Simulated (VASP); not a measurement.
A run of VASP 6.6.1 is set up as follows.

File INCAR:

```
PREC = Accurate
ENCUT = 520
EDIFF = 1E-6
ISMEAR = 0
SIGMA = 0.1
LREAL = False
LASPH = True
NELM = 150
ALGO = Normal
ISIF = 2
LWAVE = False
LCHARG = True
LMAXMIX = 4
LDAU = True
LDAUTYPE = 2
LDAUL = 2
LDAUU = 4
LDAUJ = 0
LDAUPRINT = 1
GGA = PS
LELF = True
LVHAR = True
NBANDS = 19
```

File KPOINTS:

```
regular mesh
0
Gamma
  16 16 16
```

The input POSCAR:

```
Ti
1.0
    3.1139251620      0.0000000000      0.0000000000
    0.0000000000      3.1139251620      0.0000000000
    0.0000000000      0.0000000000      3.1139251620
Ti
2
Direct
    0.0000000000      0.0000000000      0.0000000000
    0.5000000000      0.5000000000      0.5000000000
```

Potentials or basis: VASP PAW PBE potentials, release 64 (Ti_sv).

Command:

```bash
$ cat potpaw_PBE.64/Ti_sv/POTCAR > POTCAR
$ mpirun -np 1 vasp_std > vasp.out
```

(1) What does it give for the pressure?

(2) Predict the band gap on the k mesh.

Answers

(1) 27.1 GPa.

(2) zero (bands 12 and 13 overlap by 2.02 eV).

Caveat: the cell stands under pressure; the PAW data sets were made with another functional, which shifts forces and pressure a little; U without spin polarisation on a metal has little footing; the U is typed as a test and isn't derived for this compound.
